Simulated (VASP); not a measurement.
Input of a VASP 6.6.1 run:

The input INCAR:

```
PREC = Accurate ; ENCUT = 520
EDIFF = 1E-6 ; ISMEAR = 0
SIGMA = 0.1 ; LREAL = F
LASPH = T ; NELM = 80
ALGO = Normal ; ISIF = 2
LWAVE = F ; LCHARG = F
GGA = PE ; NBANDS = 44
```

Contents of KPOINTS:

```
regular mesh
0
Gamma
  8 8 8
```

Contents of POSCAR:

```
SiGe4Pt
1.0
    0.0000000000      3.8436422847      3.8436422847
    3.8436422847      0.0000000000      3.8436422847
    3.8436422847      3.8436422847      0.0000000000
Si Ge Pt
1 4 1
Direct
    0.0000000000      0.0000000000      0.0000000000
    0.8759128251      0.3746957250      0.3746957250
    0.3746957250      0.3746957250      0.3746957250
    0.3746957250      0.8759128251      0.3746957250
    0.3746957250      0.3746957250      0.8759128251
    0.7500000000      0.7500000000      0.7500000000
```

Potentials or basis: VASP PAW PBE potentials, release 64 (Si, Ge_d, Pt).

The run is started by

```bash
$ cat potpaw_PBE.64/Si/POTCAR potpaw_PBE.64/Ge_d/POTCAR potpaw_PBE.64/Pt/POTCAR > POTCAR
$ mpirun -np 1 vasp_std > vasp.out
```

Question: Estimate the band gap on the k mesh.

Answer: Zero (bands 35 and 36 overlap by 1.12 eV).

Question: Predict the pressure.

Answer: 0.0 GPa.

Caveat: spin-orbit coupling is left out, which moves the levels of the heavy elements.
